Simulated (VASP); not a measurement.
# Ga (P-1) in VASP: single point with PBE

Aim: the single point of Ga with PBE.

Program: VASP 6.6.1. These are calculated values, not measurements. Logs are shortened: lines on timing, memory, paths and dates and some standing lists are left out, and cuts for length are marked.

## Step 1: The cell of the first run

The typed cell holds 2 atoms: a = 4.449 Å, b = 4.449 Å, c = 2.765 Å, α = 90.00°, β = 90.00°, γ = 120.00°.

## Step 2: Single point, PBE (atoms moved at random)

The input, INCAR:

```
SYSTEM = Ga
  PREC = Accurate
  ENCUT = 520
  EDIFF = 1E-6
  ISMEAR = -1
  SIGMA = 0.05
  LREAL = .FALSE.
  LASPH = .TRUE.
  NELM = 80
  ALGO = Fast
  ISIF = 2
  LWAVE = .FALSE.
  LCHARG = .FALSE.
  GGA = PE
  NBANDS = 20
```

The input, KPOINTS:

```
Automatic mesh
0
G
  7 7 10
  0 0 0
```

The input, POSCAR:

```
Ga
1.0
    4.4494700000      0.0000000000      0.0000000000
   -2.2247400000      3.8533600000      0.0000000000
    0.0000000000      0.0000000000      2.7652000000
Ga
2
Direct
    0.3396310000      0.6626890000      0.5167170000
    0.6823560000      0.3426560000      0.4895650000
```

Potentials or basis: VASP PAW PBE potentials, release 64 (Ga_d).

Command:

```console
$ cat potpaw_PBE.64/Ga_d/POTCAR > POTCAR
$ mpirun -np 1 vasp_std > vasp.out
```

OUTCAR:

```text
SYSTEM = Ga
   PREC = Accurate
   ENCUT = 520
   EDIFF = 1E-6
   ISMEAR = -1
   LREAL = .FALSE.
   LASPH = .TRUE.
   NELM = 80
   ISIF = 2
   GGA = PE

 ion  position               nearest neighbor table
   1  0.340  0.663  0.517-   2 2.53   2 2.56   2 2.62
   2  0.682  0.343  0.490-   1 2.53   1 2.56   1 2.62

  LATTYP: Found a hexagonal cell.
 ALAT       =     4.4494700000
 C/A-ratio  =     0.6214672759

  Lattice vectors:

 A1 = (   4.4494700000,   0.0000000000,   0.0000000000)
 A2 = (  -2.2247400000,   3.8533600000,   0.0000000000)
 A3 = (   0.0000000000,   0.0000000000,   2.7652000000)

Analysis of symmetry for initial positions (statically):
=====================================================================
 Subroutine PRICEL returns:
 Original cell was already a primitive cell.

 Routine SETGRP: Setting up the symmetry group for a
 hexagonal supercell.

 Subroutine GETGRP returns: Found  2 space group operations
 (whereof  1 operations were pure point group operations)
 out of a pool of 24 trial point group operations.

The static configuration has the point symmetry C_1 .
 The point group associated with its full space group is S_2 .

Analysis of symmetry for dynamics (positions and initial velocities):
=====================================================================
 Subroutine PRICEL returns:
 Original cell was already a primitive cell.

 Routine SETGRP: Setting up the symmetry group for a
 hexagonal supercell.

 Subroutine GETGRP returns: Found  2 space group operations
 (whereof  1 operations were pure point group operations)
 out of a pool of 24 trial point group operations.

The dynamic configuration has the point symmetry C_1 .
 The point group associated with its full space group is S_2 .

 Subroutine INISYM returns: Found  2 space group operations
 (whereof  1 operations are pure point group operations),
 and found     1 'primitive' translations

----------------------------------------------------------------------------------------

                                     Primitive cell

  volume of cell :      47.4105

  direct lattice vectors                    reciprocal lattice vectors
     4.449470000  0.000000000  0.000000000     0.224745869  0.129757179  0.000000000
    -2.224740000  3.853360000  0.000000000     0.000000000  0.259513775  0.000000000
     0.000000000  0.000000000  2.765200000     0.000000000  0.000000000  0.361637495

  length of vectors
     4.449470000  4.449477650  2.765200000     0.259514221  0.259513775  0.361637495

  position of ions in fractional coordinates (direct lattice)
     0.339631000  0.662689000  0.516717000
     0.682356000  0.342656000  0.489565000

  ion indices of the primitive-cell ions
   primitive index   ion index
                 1           1
                 2           2

----------------------------------------------------------------------------------------

 KPOINTS: Automatic mesh

Automatic generation of k-mesh.
 Grid dimensions read from file:
 generate k-points for:    7    7   10

 Generating k-lattice:

  Cartesian coordinates                     Fractional coordinates (reciprocal lattice)
     0.032106553  0.018536740  0.000000000     0.142857143  0.000000000  0.000000000
     0.000000000  0.037073396  0.000000000     0.000000000  0.142857143  0.000000000
     0.000000000  0.000000000  0.036163749     0.000000000  0.000000000  0.100000000

  Length of vectors
     0.037073460  0.037073396  0.036163749

  Shift w.r.t. Gamma in fractional coordinates (k-lattice)
     0.000000000  0.000000000  0.000000000

 Subroutine IBZKPT returns following result:
 ===========================================

 Found    246 irreducible k-points:

 Following reciprocal coordinates:
            Coordinates               Weight
  0.000000  0.000000  0.000000      1.000000
  0.142857 -0.000000  0.000000      2.000000
  0.000000  0.142857  0.000000      2.000000
 -0.142857  0.142857  0.000000      2.000000
  0.285714  0.000000  0.000000      2.000000
  0.000000  0.285714  0.000000      2.000000
[... 16 lines left out ...]
  0.285714  0.285714  0.000000      2.000000
 -0.285714 -0.428571  0.000000      2.000000
 [... further k-points ...]
   k-points           NKPTS =    246   k-points in BZ     NKDIM =    246   number of bands    NBANDS=     20
   number of dos      NEDOS =    301   number of ions     NIONS =      2
   total plane-waves  NPLWV =  31104
   dimension x,y,z NGX =    36 NGY =   36 NGZ =   24
   dimension x,y,z NGXF=    72 NGYF=   72 NGZF=   48
   ions per type =               2
   NGX,Y,Z   is equivalent  to a cutoff of  13.45, 13.45, 14.43 a.u.
   NGXF,Y,Z  is equivalent  to a cutoff of  26.90, 26.90, 28.86 a.u.
 SYSTEM =  Ga
   PREC   = accura    normal or accurate (medium, high low for compatibility)
   ISTART =      0    job   : 0-new  1-cont  2-samecut
   ICHARG =      2    charge: 1-file 2-atom 10-const
   ISPIN  =      1    spin polarized calculation?
   LNONCOLLINEAR =      F non collinear calculations
   LSORBIT =      F    spin-orbit coupling
   LASPH  =      T    aspherical Exc in radial PAW
   ENCUT  =  520.0 eV  38.22 Ry    6.18 a.u.   8.27  8.27  5.14*2*pi/ulx,y,z
   NELM   =     80;   NELMIN=  2; NELMDL= -5     # of ELM steps
   EDIFF  = 0.1E-05   stopping-criterion for ELM
   LREAL  =      F    real-space projection
   EDIFFG = 0.1E-04   stopping-criterion for IOM
   NSW    =      0    number of steps for IOM
   IBRION =     -1    ionic relax: 0-MD 1-quasi-New 2-CG
   NFREE  =      0    steps in history (QN), initial steepest desc. (CG)
   ISIF   =      2    stress and relaxation
   ISYM   =      2    0-nonsym 1-usesym 2-fastsym
   POTIM  = 0.5000    time-step for ionic-motion
   TEBEG  =    0.0;   TEEND  =   0.0 temperature during run
   PSTRESS=    0.0 pullay stress
   NELECT =      26.0000    total number of electrons
   NUPDOWN=      -1.0000    fix difference up-down
   EMIN   =  10.00;   EMAX   =-10.00  energy-range for DOS
   EFERMI =   0.00;   METHOD = LEGACY
   ISMEAR =    -1;   SIGMA  =   0.05  broadening in eV -4-tet -1-fermi 0-gaus
   EFERMI_NEDOS =   21; number of points for ismear=-14 and -15
   IALGO  =     68    algorithm
   IMIX   =      4    mixing-type and parameters
     AMIX     =   0.40;   BMIX     =  1.00
     AMIX_MAG =   1.60;   BMIX_MAG =  1.00
  volume/ion in A,a.u.               =      23.71       159.97
  Fermi-wavevector in a.u.,A,eV,Ry     =   1.340009  2.532250 24.430960  1.795625
  Thomas-Fermi vector in A             =   2.468356
   LORBIT       =      0    0 simple, 1 ext, 2 COOP (PROOUT), +10 PAW based schemes
   GGA     = PE    functional components
   LHFCALC =     F    Hartree Fock is set to
   AEXX    =    0.0000 exact exchange contribution
   IVDW    =     0    specifies the selected vdW correction
   LEPSILON=     F    determine dielectric tensor
   LRPA    =     F    only Hartree local field effects (RPA)
 non-spin polarized calculation
 RMM-DIIS sequential band-by-band and
  energy-cutoff  :      520.00
  volume of cell :       47.41
 maximum number of plane-waves:      1290
 NGX is ok and might be reduce to    36
   NGX = 17   NGY = 17   NGZ = 11

 number of electron      25.9999998 magnetization

 Free energy of the ion-electron system (eV)
  ---------------------------------------------------
  ext. energy  EPLUGINS =         0.00000000
  ---------------------------------------------------
  free energy    TOTEN  =        -5.55457574 eV

  energy without entropy =       -5.54804200  energy(sigma->0) =       -5.55130887

 E-fermi :   3.4327     XC(G=0):  -9.5738

 val. band max:        3.3673276006   @ k =   0.1429   0.4286   0.4000
 cond. band min:       3.4363866662   @ k =   0.4286   0.4286   0.4000
 fundamental gap:      0.0690590656
 Fermi energy:         3.4326667100

 k-point     1 :       0.0000    0.0000    0.0000
  band No.  band energies     occupation
      1     -11.7200      2.00000
      2     -11.5020      2.00000
      3     -11.4807      2.00000
      4     -11.4640      2.00000
      5     -11.3716      2.00000
      6     -11.3566      2.00000
[... 12 lines left out ...]
     19      15.7960      0.00000
     20      18.8456      0.00000

 k-point     2 :       0.1429   -0.0000    0.0000
  band No.  band energies     occupation
      1     -11.7145      2.00000
      2     -11.5431      2.00000
      3     -11.5073      2.00000
      4     -11.4719      2.00000
      5     -11.3662      2.00000
      6     -11.3545      2.00000
[... 12 lines left out ...]
     19      15.8940      0.00000
     20      18.1887      0.00000

 k-point     3 :       0.0000    0.1429    0.0000
  band No.  band energies     occupation
      1     -11.7147      2.00000
      2     -11.5384      2.00000
      3     -11.5085      2.00000
      4     -11.4540      2.00000
      5     -11.3722      2.00000
      6     -11.3492      2.00000
[... 12 lines left out ...]
     19      15.8984      0.00000
     20      18.2367      0.00000

 k-point     4 :      -0.1429    0.1429    0.0000
  band No.  band energies     occupation
      1     -11.7145      2.00000
      2     -11.5417      2.00000
      3     -11.5091      2.00000
      4     -11.4669      2.00000
      5     -11.3681      2.00000
      6     -11.3526      2.00000
[... 12 lines left out ...]
     19      15.8949      0.00000
     20      18.2011      0.00000

 k-point     5 :       0.2857    0.0000    0.0000
  band No.  band energies     occupation
      1     -11.6999      2.00000
      2     -11.6020      2.00000
      3     -11.5619      2.00000
      4     -11.4784      2.00000
      5     -11.3653      2.00000
      6     -11.3471      2.00000
[... 12 lines left out ...]
     19      15.9274      0.00000
     20      16.8703      0.00000
[... 353 lines left out ...]
      6     -11.3121      2.00000
[... 12 lines left out ...]
     19      15.3902      0.00000
     20      15.6674      0.00000

 k-point    22 :       0.4286    0.4286    0.0000
  band No.  band energies     occupation
      1     -11.6642      2.00000
      2     -11.6627      2.00000
      3     -11.6111      2.00000
      4     -11.4511      2.00000
      5     -11.3764      2.00000
      6     -11.3197      2.00000
[... 12 lines left out ...]
     19      15.1976      0.00000
     20      15.5659      0.00000

 k-point    23 :       0.2857    0.2857    0.0000
  band No.  band energies     occupation
      1     -11.6723      2.00000
      2     -11.6477      2.00000
      3     -11.6274      2.00000
      4     -11.3978      2.00000
      5     -11.3806      2.00000
      6     -11.3242      2.00000
[... 12 lines left out ...]
     19      15.0849      0.00000
     20      17.5611      0.00000

 k-point    24 :      -0.2857   -0.4286    0.0000
  band No.  band energies     occupation
      1     -11.6700      2.00000
      2     -11.6512      2.00000
      3     -11.6245      2.00000
      4     -11.3870      2.00000
      5     -11.3805      2.00000
      6     -11.3363      2.00000
[... 12 lines left out ...]
     19      15.1184      0.00000
     20      17.7349      0.00000

 [... further k-points ...]
[... 5 lines left out ...]
  --------------------------------------------------------------------------------------
  -------------------------------------------------------------------------------------
  Total        0.5072292     -0.0828621     -0.2220262      0.0798132      0.0155518      0.0046905
  in kB       17.1411685     -2.8002186     -7.5030953      2.6971865      0.5255520      0.1585099
  external PRESSURE =       2.2792849 kB  Pullay stress =       0.0000000 kB

 VOLUME and BASIS-vectors are now :
 -----------------------------------------------------------------------------
  energy-cutoff  :      520.00
  volume of cell :       47.41
      direct lattice vectors                 reciprocal lattice vectors
     4.449470000  0.000000000  0.000000000     0.224745869  0.129757179  0.000000000
    -2.224740000  3.853360000  0.000000000     0.000000000  0.259513775  0.000000000
     0.000000000  0.000000000  2.765200000     0.000000000  0.000000000  0.361637495

 POSITION                                       TOTAL-FORCE (eV/Angst)
 -----------------------------------------------------------------------------------
      0.03687      2.55358      1.42883         0.073281      0.243360      0.017032
      2.27380      1.32038      1.35375        -0.073281     -0.243360     -0.017032
 -----------------------------------------------------------------------------------
    total drift:                               -0.000010     -0.000019     -0.000009

  FREE ENERGIE OF THE ION-ELECTRON SYSTEM (eV)
  ---------------------------------------------------
  free  energy   TOTEN  =        -5.5545757418 eV

  energy  without entropy=       -5.5480419979  energy(sigma->0) =       -5.55130887
```

Run time: 4.8 min. Hardware: 1 thread of Intel Xeon 8259CL, shared host; peak memory 0.31 GiB.

What came out:

```yaml
Free_energy: -5.5546 eV
Pressure: 0.2 GPa
Largest_force: 0.255 eV/Å
Band_gap_on_the_k_mesh: zero (bands 13 and 14 overlap by 3.22 eV)
```

Forces in eV/Å, atoms in the order of the input:
```
Ga   0.073  0.243  0.017
Ga  -0.073 -0.243 -0.017
```

Stress tensor (GPa, compression positive):
```
 1.71  0.27  0.02
 0.27 -0.28  0.05
 0.02  0.05 -0.75
```

Caveat: the cell differs from its parent crystal (atoms moved at random).

The gap in the log of VASP goes by the Fermi energy; the results here count the filled bands.